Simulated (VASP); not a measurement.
# HRh6 in VASP: further runs, part 2 of 2

VASP 6.6.1. Earlier steps stand in the parts before.

## (3) Single point, PBE

INCAR reads:

```
PREC     = Accurate       # precision mode
ENCUT    = 520            # plane-wave cutoff, eV
EDIFF    = 1E-6           # SCF threshold, eV
ISMEAR   = 0              # smearing method
SIGMA    = 0.1            # smearing width, eV
LREAL    = F              # projectors in reciprocal space
LASPH    = T              # aspherical terms in the spheres
NELM     = 80             # most SCF steps
ALGO     = Normal         # electronic algorithm
ISIF     = 2              # what is computed and relaxed
LWAVE    = F              # write WAVECAR
LCHARG   = F              # write CHGCAR
LDIPOL   = T            
IDIPOL   = 3            
DIPOL    = 0.5 0.5 0.284
GGA      = PE             # functional
NBANDS   = 104            # bands
```

KPOINTS reads:

```
regular mesh
0
Gamma
  5 5 1
```

POSCAR reads:

```
HRh6
1.0
    5.4163401145      0.0000000000      0.0000000000
    0.0000000000      5.4163401145      0.0000000000
    0.0000000000      0.0000000000     21.6737367085
Rh H
12 2
Direct
    0.2500000000      0.2500000000      0.1845551625
    0.2500000000      0.7500000000      0.1845551625
    0.7500000000      0.2500000000      0.1845551625
    0.7500000000      0.7500000000      0.1845551625
    0.0000000000      0.0000000000      0.2693761947
    0.0000000000      0.5000000000      0.2693761947
    0.5000000000      0.0000000000      0.2693761947
    0.5000000000      0.5000000000      0.2693761947
    0.2500000000      0.2500000000      0.3540569313
    0.2500000000      0.7500000000      0.3540569313
    0.7500000000      0.2500000000      0.3540569313
    0.7500000000      0.7500000000      0.3540569313
    0.4307650568      0.5000000000      0.3748193871
    0.5692349432      0.5000000000      0.3748193871
```

Potentials or basis: VASP PAW PBE potentials, release 64 (Rh_pv, H).

Command:

```console
$ cat potpaw_PBE.64/Rh_pv/POTCAR potpaw_PBE.64/H/POTCAR > POTCAR
$ mpirun -np 1 vasp_std > vasp.out
```

OUTCAR:

```text
PREC = Accurate
   ENCUT = 520
   EDIFF = 1E-6
   ISMEAR = 0
   LREAL = F
   LASPH = T
   NELM = 80
   ISIF = 2
   GGA = PE

 ion  position               nearest neighbor table
   1  0.250  0.250  0.185-   5 2.65   6 2.65   7 2.65   8 2.65   2 2.71   3 2.71   2 2.71   3 2.71

   2  0.250  0.750  0.185-   5 2.65   6 2.65   7 2.65   8 2.65   1 2.71   4 2.71   1 2.71   4 2.71

   3  0.750  0.250  0.185-   5 2.65   6 2.65   7 2.65   8 2.65   1 2.71   4 2.71   4 2.71   1 2.71
[... 4 lines left out ...]
                             6 2.71   7 2.71   6 2.71   7 2.71
   6  0.000  0.500  0.269-   9 2.65  10 2.65  11 2.65  12 2.65   1 2.65   2 2.65   3 2.65   4 2.65
                             5 2.71   8 2.71   5 2.71   8 2.71
   7  0.500  0.000  0.269-   9 2.65  10 2.65  11 2.65  12 2.65   1 2.65   2 2.65   3 2.65   4 2.65
                             5 2.71   8 2.71   8 2.71   5 2.71
   8  0.500  0.500  0.269-   9 2.65  10 2.65  11 2.65  12 2.65   1 2.65   2 2.65   3 2.65   4 2.65
                             6 2.71   7 2.71   7 2.71   6 2.71
   9  0.250  0.250  0.354-  13 1.73   6 2.65   7 2.65   8 2.65   5 2.65  11 2.71  10 2.71  10 2.71
                            11 2.71
  10  0.250  0.750  0.354-  13 1.73   6 2.65   7 2.65   8 2.65   5 2.65  12 2.71   9 2.71   9 2.71
                            12 2.71
  11  0.750  0.250  0.354-  14 1.73   6 2.65   7 2.65   8 2.65   5 2.65  12 2.71   9 2.71  12 2.71
                             9 2.71
  12  0.750  0.750  0.354-  14 1.73   6 2.65   7 2.65   8 2.65   5 2.65  11 2.71  10 2.71  11 2.71
                            10 2.71
  13  0.431  0.500  0.375-  14 0.75  10 1.73   9 1.73
  14  0.569  0.500  0.375-  13 0.75  12 1.73  11 1.73

  LATTYP: Found a simple tetragonal cell.
 ALAT       =     5.4163401145
 C/A-ratio  =     4.0015464779

  Lattice vectors:

 A1 = (   5.4163401145,   0.0000000000,   0.0000000000)
 A2 = (   0.0000000000,   5.4163401145,   0.0000000000)
 A3 = (   0.0000000000,   0.0000000000,  21.6737367085)

Analysis of symmetry for initial positions (statically):
[... 178 lines left out ...]
  ---------------------------------------------------
  ext. energy  EPLUGINS =         0.00000000
  ---------------------------------------------------
  free energy    TOTEN  =       -84.36802662 eV

  energy without entropy =      -84.27498876  energy(sigma->0) =      -84.32150769

 E-fermi :  -0.5067     XC(G=0):  -4.5943

 val. band max:       -0.5277226783   @ k =  -0.2000   0.4000   0.0000
 cond. band min:      -0.4876336902   @ k =  -0.2000   0.4000   0.0000
 fundamental gap:      0.0400889881
 Fermi energy:        -0.5067408253

 k-point     1 :       0.0000    0.0000    0.0000
  band No.  band energies     occupation
      1     -47.5368      2.00000
      2     -47.5337      2.00000
      3     -47.4862      2.00000
      4     -47.4773      2.00000
      5     -47.3972      2.00000
      6     -47.3803      2.00000
[... 943 lines left out ...]
    102       1.0111      0.00000
    103       1.1017      0.00000
 [bands above 103 left out]

------------------------ aborting loop because EDIFF is reached ----------------------------------------

 vacuum level on the upper side and lower side of the slab       (xc-potential included)        -0.119        -0.069

  FORCE on cell =-STRESS in cart. coord.  units (eV):
  Direction    XX          YY          ZZ          XY          YZ          ZX
  --------------------------------------------------------------------------------------
  -------------------------------------------------------------------------------------
  Total        2.0638138     -0.4986109      3.6529226      0.0000000      0.0000000      0.0000000
  in kB        5.2003843     -1.2563964      9.2046104      0.0000000      0.0000000      0.0000000
  external PRESSURE =       4.3828661 kB  Pullay stress =       0.0000000 kB

 VOLUME and BASIS-vectors are now :
 -----------------------------------------------------------------------------
  energy-cutoff  :      520.00
  volume of cell :      635.84
      direct lattice vectors                 reciprocal lattice vectors
     5.416340114  0.000000000  0.000000000     0.184626515  0.000000000  0.000000000
     0.000000000  5.416340114  0.000000000     0.000000000  0.184626515  0.000000000
     0.000000000  0.000000000 21.673736709     0.000000000  0.000000000  0.046138791

 POSITION                                       TOTAL-FORCE (eV/Angst)
 -----------------------------------------------------------------------------------
      1.35409      1.35409      4.00000        -0.020847      0.002887      0.066186
      1.35409      4.06226      4.00000        -0.020847     -0.002887      0.066186
      4.06226      1.35409      4.00000         0.020847      0.002887      0.066186
      4.06226      4.06226      4.00000         0.020847     -0.002887      0.066186
      0.00000      0.00000      5.83839         0.000000      0.000000     -0.092992
      0.00000      2.70817      5.83839         0.000000      0.000000     -0.460401
      2.70817      0.00000      5.83839         0.000000      0.000000     -0.420630
      2.70817      2.70817      5.83839         0.000000      0.000000     -1.108656
      1.35409      1.35409      7.67374        -0.780779     -0.991189     -0.062850
      1.35409      4.06226      7.67374        -0.780779      0.991189     -0.062850
      4.06226      1.35409      7.67374         0.780779     -0.991189     -0.062850
      4.06226      4.06226      7.67374         0.780779      0.991189     -0.062850
      2.33317      2.70817      8.12374        -4.930754      0.000000      1.034669
      3.08317      2.70817      8.12374         4.930754      0.000000      1.034669
 -----------------------------------------------------------------------------------
    total drift:                                0.000000      0.000000      0.001380

  FREE ENERGIE OF THE ION-ELECTRON SYSTEM (eV)
  ---------------------------------------------------
  free  energy   TOTEN  =       -84.3680266234 eV

  energy  without entropy=      -84.2749887596  energy(sigma->0) =      -84.32150769

 vacuum level on the upper side and lower side of the slab         4.376         4.434
```

It took 21 min on 1 thread of Intel Xeon Platinum 8375C at 2.90GHz (Ice Lake), shared host; peak memory 0.78 GiB.

What came out:

```
Free energy            : -84.3680 eV
Largest force          : 5.038 eV/Å
Band gap on the k mesh : zero (band 91 reaches -0.24 eV, above the bottom of band 92 at -0.85 eV)
```

Forces on the atoms (eV/Å):
```
Rh  -0.021  0.003  0.066
Rh  -0.021 -0.003  0.066
Rh   0.021  0.003  0.066
Rh   0.021 -0.003  0.066
Rh   0.000  0.000 -0.093
Rh   0.000  0.000 -0.460
Rh   0.000  0.000 -0.421
Rh   0.000  0.000 -1.109
Rh  -0.781 -0.991 -0.063
Rh  -0.781  0.991 -0.063
Rh   0.781 -0.991 -0.063
Rh   0.781  0.991 -0.063
H   -4.931  0.000  1.035
H    4.931  0.000  1.035
```

Levels at points of the mesh, in eV from the Fermi level:
```tsv
k point	band 88	band 89	band 90	band 91	band 92	band 93	band 94	band 95	band 96	band 97
(0.00, 0.00, 0.00)	0.06	0.21	0.25	0.26	0.48	0.53	0.53	0.57	0.61	0.61
```

## (4) Single point, PBE

INCAR reads:

```
PREC = Accurate
ENCUT = 520
EDIFF = 1E-7
ISMEAR = 0
SIGMA = 0.1
LREAL = F
LASPH = T
NELM = 80
ALGO = Normal
ISIF = 2
LWAVE = F
LCHARG = F
LDIPOL = T
IDIPOL = 3
DIPOL = 0.5 0.5 0.287
GGA = PE
NBANDS = 104
```

KPOINTS is that of step 3.

Changes to POSCAR since step 3:

```diff
@@ -20,3 +20,3 @@
     0.7500000000      0.7500000000      0.3540569313
-    0.4307650568      0.5000000000      0.3748193871
-    0.5692349432      0.5000000000      0.3748193871
+    0.4399963826      0.5000000000      0.3895838001
+    0.5600036174      0.5000000000      0.3895838001
```

Command:

```console
$ cat potpaw_PBE.64/Rh_pv/POTCAR potpaw_PBE.64/H/POTCAR > POTCAR
$ mpirun -np 1 vasp_std > vasp.out
```

Run time: 25 min. Hardware: 1 thread of Intel Xeon Platinum 8259CL at 2.50GHz (Skylake/Cascade Lake), shared host; peak memory 0.78 GiB.

The run converged. Its results:

```yaml
Free_energy: -84.2613 eV
Largest_force: 8.947 eV/Å
Band_gap_on_the_k_mesh: zero (band 91 reaches -0.18 eV, above the bottom of band 92 at -0.80 eV)
```

Forces on the atoms (eV/Å):
```
Rh  -0.009  0.011  0.046
Rh  -0.009 -0.011  0.046
Rh   0.009  0.011  0.046
Rh   0.009 -0.011  0.046
Rh   0.000  0.000  0.250
Rh   0.000  0.000 -0.384
Rh   0.000  0.000 -0.369
Rh   0.000  0.000 -0.644
Rh  -0.453 -0.527 -0.116
Rh  -0.453  0.527 -0.116
Rh   0.453 -0.527 -0.116
Rh   0.453  0.527 -0.116
H   -8.918  0.000  0.714
H    8.918  0.000  0.714
```

Levels at points of the mesh, in eV from the Fermi level:
| k point | band 89 | band 90 | band 91 | band 92 | band 93 | band 94 | band 95 | band 96 |
| --- | --- | --- | --- | --- | --- | --- | --- | --- |
| (0.00, 0.00, 0.00) | 0.27 | 0.27 | 0.29 | 0.49 | 0.54 | 0.61 | 0.63 | 0.63 |

## (5) Single point, PBE

INCAR reads:

```
  PREC = Accurate
  ENCUT = 520
  EDIFF = 1E-6
  ISMEAR = 0
  SIGMA = 0.1
  LREAL = F
  LASPH = T
  NELM = 80
  ALGO = Normal
  ISIF = 2
  LWAVE = F
  LCHARG = F
  LDIPOL = T
  IDIPOL = 3
  DIPOL = 0.5 0.5 0.289
  GGA = PE
  NBANDS = 104
```

KPOINTS reads:

```
Automatic mesh
0
Gamma
  5 5 1
```

Changes to POSCAR since step 4:

```diff
@@ -20,3 +20,3 @@
     0.7500000000      0.7500000000      0.3540569313
-    0.4399963826      0.5000000000      0.3895838001
-    0.5600036174      0.5000000000      0.3895838001
+    0.4151641163      0.5000000000      0.4043482131
+    0.5848358837      0.5000000000      0.4043482131
```

Command:

```console
$ cat potpaw_PBE.64/Rh_pv/POTCAR potpaw_PBE.64/H/POTCAR > POTCAR
$ mpirun -np 1 vasp_std > vasp.out
```

Wall time 20 min (1 thread of AMD EPYC 9R45 (Zen 5), shared host); peak memory 0.74 GiB.

The run converged. Its results:

* Free energy: -85.5453 eV
* Largest force: 1.234 eV/Å
* Band gap on the k mesh: zero (band 91 reaches -0.18 eV, above the bottom of band 92 at -0.82 eV)

Forces in eV/Å, atoms in the order of the input:
```
Rh  -0.003  0.026  0.023
Rh  -0.003 -0.026  0.023
Rh   0.003  0.026  0.023
Rh   0.003 -0.026  0.023
Rh   0.000  0.000  0.296
Rh   0.000  0.000 -0.315
Rh   0.000  0.000 -0.271
Rh   0.000  0.000 -0.382
Rh  -0.028 -0.023  0.181
Rh  -0.028  0.023  0.181
Rh   0.028 -0.023  0.181
Rh   0.028  0.023  0.181
H   -1.232  0.000 -0.072
H    1.232  0.000 -0.072
```

Levels at points of the mesh, in eV from the Fermi level:
```csv
k point,band 88,band 89,band 90,band 91,band 92,band 93,band 94,band 95,band 96,band 97
"(0.00, 0.00, 0.00)",0.17,0.28,0.30,0.32,0.51,0.55,0.63,0.64,0.64,0.83
```
